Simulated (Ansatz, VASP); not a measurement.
# AlAs in VASP and in Ansatz

```
Al As
1.0
     0.00000    2.81438    2.81438
     2.81438    0.00000    2.81438
     2.81438    2.81438    0.00000
Al As
1 1
Direct
  0.00000 0.00000 0.00000
  0.25000 0.25000 0.25000
```

Alike in both runs: task single point; functional LDA; k mesh 8 × 8 × 8; occupations gaussian, width 0.02 eV; no spin polarisation.

|  | VASP | Ansatz |
| --- | --- | --- |
| version | VASP 6.6.1 | Ansatz 0.2.0 |
| potentials or method | VASP PAW LDA potentials, release 64 (Al, As), cutoff 500 eV | scalar-relativistic, plane waves, PAW |
| valence electrons in the cell | 8 | 18 |

VASP gave:

```
gap on the k mesh at the Fermi level (eV) : 1.31
least direct gap on the mesh (eV)         : 2.02
pressure (GPa)                            : 0.4
```

Problem. Estimate Ansatz's values.

Solution. gap on the k mesh at the Fermi level (eV): 1.32; least direct gap on the mesh (eV): 1.98; pressure (GPa): 0.0.

Ansatz warns that its potentials were made for another functional, while VASP's fit it. LDA's correlation is that of Perdew and Zunger in VASP and of Perdew and Wang (1992) in Ansatz. VASP's potentials hold 8 valence electrons a cell and Ansatz's 18, so a difference there can come from the potentials and not from the codes.
